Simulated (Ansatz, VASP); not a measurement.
**One calculation of S, two programs**

```
S
1.0
     0.00000    2.89610    2.89610
     2.89610    0.00000    2.89610
     2.89610    2.89610    0.00000
S
2
Direct
  0.00000 0.00000 0.00000
  0.25000 0.25000 0.25000
```

Alike in both runs: task electric field gradients; functional PBEsol; k mesh 12 × 12 × 12; occupations fermi-dirac, width 0.05 eV; no spin polarisation.

```csv
,VASP,Ansatz
version,VASP 6.6.1,Ansatz 0.2.0
potentials or method,"VASP PAW PBE potentials, release 64 (S)","PAW with Ansatz's default frozen-core files, scalar-relativistic"
plane-wave cutoff (eV),520,420
valence electrons in the cell,12,12
```

Ansatz gave:

* pressure (GPa): -2.6

Question: What did VASP give for the same quantities?

Answer: Pressure (GPa): -2.5.

VASP's potentials were made for PBE, not for PBEsol. With one functional, cell and mesh, what is left measures potentials, basis and numerics.
